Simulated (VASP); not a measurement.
# Cr: single point with PBE

Crystal: Cr.

```
CELL_PARAMETERS angstrom
0.00000 1.95909 1.95909
1.95909 0.00000 1.95909
1.95909 1.95909 0.00000
ATOMIC_POSITIONS crystal
Cr 0.87500 0.87500 0.87500
Cr 0.12500 0.12500 0.12500
```

This isn't the form of Cr at room conditions, which is bcc.

```
Program                : VASP 6.6.1
Task                   : single point
Functional             : PBE
Potentials or basis    : VASP PAW PBE potentials, release 64 (Cr_pv)
Cutoff                 : 520 eV
k mesh                 : 16 × 16 × 16
Occupations            : fermi-dirac, width 0.1 eV
Spin                   : collinear spin, ferromagnetic start
Starting moments       : [2.0, 2.0] μB
Dipole correction      : no
Further INCAR settings : ALGO = Normal; EDIFF = 1e-07; NBANDS = 23
```

- Pressure: 459.6 GPa
- Band gap on the k mesh: zero (filled and empty bands overlap)
- Net moment: 0.00 μB per cell

Levels at points of the mesh, in eV from the Fermi level:
Spin up:
| k point | band 8 | band 9 | band 10 | band 11 | band 12 | band 13 | band 14 | band 15 | band 16 | band 17 |
| --- | --- | --- | --- | --- | --- | --- | --- | --- | --- | --- |
| (0.00, 0.00, 0.00) | -6.22 | -6.22 | -2.95 | -2.95 | -2.95 | 1.79 | 1.79 | 1.79 | 6.49 | 6.49 |
| (0.50, 0.00, 0.00) | -5.79 | -5.79 | -3.98 | -3.98 | -3.10 | 1.65 | 3.63 | 3.63 | 5.43 | 5.43 |
| (0.50, 0.50, 0.00) | -8.67 | -3.88 | -3.88 | -0.58 | -0.58 | 2.58 | 2.58 | 5.70 | 5.70 | 7.77 |
Spin down:
```
           k point  band 9  band 10  band 11  band 12  band 13  band 14  band 15  band 16
(0.00, 0.00, 0.00)   -6.22    -2.95    -2.95    -2.95     1.79     1.79     1.79     6.49
(0.50, 0.00, 0.00)   -5.79    -3.98    -3.98    -3.10     1.65     3.63     3.63     5.43
(0.50, 0.50, 0.00)   -3.88    -3.88    -0.58    -0.58     2.58     2.58     5.70     5.70
```

It took 2.1 min on 1 thread of Intel Xeon 8259CL, with other jobs on the host, peak memory 0.2 GiB.

Caveat: atoms lie so close that the PAW spheres overlap strongly, which falsifies energies and pressures; the cell stands under pressure.
